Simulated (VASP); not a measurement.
A run of VASP 6.6.1:

INCAR

```
PREC = Accurate
ENCUT = 520
EDIFF = 1E-6
ISMEAR = 0
SIGMA = 0.1
LREAL = F
LASPH = T
NELM = 60
ALGO = Normal
ISIF = 2
LWAVE = F
LCHARG = F
GGA = PS
NBANDS = 13
```

KPOINTS

```
Automatic mesh
0
Gamma
  6 6 6
```

File POSCAR:

```
S
1.0
    1.9298235805      1.1141841637      3.1287487775
   -1.9298235805      1.1141841637      3.1287487775
    0.0000000000     -2.2283683274      3.1287487775
S
2
Direct
    0.1971224313      0.1971224313      0.1971224313
    0.8028775687      0.8028775687      0.8028775687
```

Potentials or basis: VASP PAW PBE potentials, release 64 (S).

Command:

```sh
$ cat potpaw_PBE.64/S/POTCAR > POTCAR
$ mpirun -np 1 vasp_std > vasp.out
```

Hardware: 1 thread of Intel(R) Xeon(R) Platinum 8375C CPU @ 2.90GHz (Ice Lake), on a shared host.

**Question.** How long does it take, and how much memory?

**Answer.** It took 19 s on 1 thread of Intel(R) Xeon(R) Platinum 8375C CPU @ 2.90GHz (Ice Lake), on a shared host, peak memory 0.16 GiB. Counts: scf iterations 11, k points 32.
